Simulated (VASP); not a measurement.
Here is a VASP 6.6.1 calculation.

Contents of INCAR:

```
PREC = Accurate
ENCUT = 520
EDIFF = 1E-6
ISMEAR = 0
SIGMA = 0.1
LREAL = False
LASPH = True
NELM = 100
ALGO = Normal
ISIF = 2
LWAVE = False
LCHARG = True
LDIPOL = True
IDIPOL = 3
DIPOL = 0.5 0.5 0.497
GGA = PE
IVDW = 12
LELF = True
LVHAR = True
LVACPOTAV = True
NBANDS = 28
```

KPOINTS

```
regular mesh
0
Gamma
  12 12 1
```

File POSCAR:

```
Ru
1.0
    2.6975947770      0.0000000000      0.0000000000
   -1.3487973885      2.3361856060      0.0000000000
    0.0000000000      0.0000000000     21.2658179916
Ru
3
Direct
    0.3333333333      0.6666666667      0.3997024710
    0.6666666667      0.3333333333      0.4970771018
    0.3333333333      0.6666666667      0.5944518979
```

Potentials or basis: VASP PAW PBE potentials, release 64 (Ru_pv).

Run with:

```bash
$ cat potpaw_PBE.64/Ru_pv/POTCAR > POTCAR
$ mpirun -np 1 vasp_std > vasp.out
```

**Question.** What does it give for the dispersion energy per atom?

**Answer.** -0.413 eV.

**Question.** Estimate the band gap on the k mesh.

**Answer.** Zero (bands 21 and 22 overlap by 2.21 eV).

Forces in eV/Å, atoms in the order of the input:
```
Ru   0.000  0.000 -0.015
Ru   0.000  0.000  0.000
Ru   0.000  0.000  0.015
```
